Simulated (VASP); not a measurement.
Input of a VASP 6.6.1 run:

The input INCAR:

```
  PREC = Accurate
  ENCUT = 520
  EDIFF = 1E-6
  ISMEAR = -1
  SIGMA = 0.05
  LREAL = F
  LASPH = T
  NELM = 80
  ALGO = Normal
  ISIF = 2
  LWAVE = F
  LCHARG = T
  GGA = CA
  LELF = T
  LVHAR = T
  NBANDS = 18
```

File KPOINTS:

```
Automatic mesh
0
Gamma
  11 11 11
```

File POSCAR:

```
ScCu
1.0
    3.1895323700      0.0000000000      0.0000000000
    0.0000000000      3.1895323700      0.0000000000
    0.0000000000      0.0000000000      3.1895323700
Sc Cu
1 1
Direct
    0.5000000000      0.5000000000      0.5000000000
    0.0000000000      0.0000000000      0.0000000000
```

Potentials or basis: VASP PAW LDA potentials, release 64 (Sc_sv, Cu).

The run is started by

```console
$ cat potpaw_LDA.64/Sc_sv/POTCAR potpaw_LDA.64/Cu/POTCAR > POTCAR
$ mpirun -np 1 vasp_std > vasp.out
```

(1) What does it give for the band gap on the k mesh?

(2) Estimate the pressure.

Answers

(1) zero (bands 11 and 12 overlap by 1.99 eV).

(2) -1.6 GPa.
